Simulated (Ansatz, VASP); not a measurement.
**F in VASP and in Ansatz**

```
CELL_PARAMETERS angstrom
9.00000 0.00000 0.00000
0.00000 9.50000 0.00000
0.00000 0.00000 10.00000
ATOMIC_POSITIONS crystal
F 0.50000 0.50000 0.43081
F 0.50000 0.50000 0.56919
```

Alike in both runs: functional LDA; k mesh 1 × 1 × 1; occupations fermi-dirac, width 0.02 eV; no spin polarisation.

Ansatz relaxed the structure, and its values are those at the end. VASP's run is a single point on that final structure, the one shown.

|  | VASP | Ansatz |
| --- | --- | --- |
| version | VASP 6.6.1 | Ansatz 0.2.0 |
| potentials or method | VASP PAW LDA potentials, release 64 (F_h), cutoff 1010 eV | plane waves, PAW |
| valence electrons in the cell | 14 | 14 |

```tsv
	VASP	Ansatz	Ansatz less VASP
rms of the force components (eV/Å)	0.079	0.008	-0.0713
```

LDA's correlation is that of Perdew and Zunger in VASP and of Perdew and Wang (1992) in Ansatz. Ansatz's warnings: stress scf threshold loose.
